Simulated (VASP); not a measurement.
Write the native input for VASP 6.6.1 that does the following.

- Task: single point
- Functional: PBE
- Potentials or basis: VASP PAW PBE potentials, release 64 (Ba_sv, Be)
- Cutoff: 520 eV
- k mesh: 4 × 4 × 4
- Occupations: gaussian, width 0.1 eV
- Spin: no spin polarisation
- Dipole correction: no
- Further INCAR settings: ALGO = Fast; EDIFF = 1e-06; NBANDS = 18

The structure of Ba2Be lies in POSCAR:

```
Ba2Be
1.0
    0.0000000000      3.5986948000      3.5986948000
    3.5986948000      0.0000000000      3.5986948000
    3.5986948000      3.5986948000      0.0000000000
Ba Be
2 1
Direct
    0.2500000000      0.2500000000      0.2500000000
    0.7500000000      0.7500000000      0.7500000000
    0.5000000000      0.5000000000      0.5000000000
```

The cell was generated, and may not be a known phase.

One way to write it, as run:

INCAR

```
ALGO = Fast ; EDIFF = 1E-6
ENCUT = 520 ; GGA = PE
ISIF = 2 ; ISMEAR = 0
LASPH = True ; LCHARG = False
LREAL = False ; LWAVE = False
NBANDS = 18 ; NELM = 100
PREC = Accurate ; SIGMA = 0.1
```

KPOINTS

```
k-points
0
Gamma
  4 4 4
```

Potentials or basis: VASP PAW PBE potentials, release 64 (Ba_sv, Be).

Command:

```bash
$ cat potpaw_PBE.64/Ba_sv/POTCAR potpaw_PBE.64/Be/POTCAR > POTCAR
$ mpirun -np 1 vasp_std > vasp.out
```

It gave:

The pressure is 7.1 GPa. The band gap on the k mesh is zero (bands 11 and 12 overlap by 2.00 eV).

Caveat: the k points lie up to 0.38 Å⁻¹ apart, too coarse for converged energies and pressures of a metal; spin-orbit coupling is left out, which moves the levels of the heavy elements.

Wall time 15 s on 1 thread of Oxide Virtual Turin-like Processor, on a shared host, peak memory 0.19 GiB.
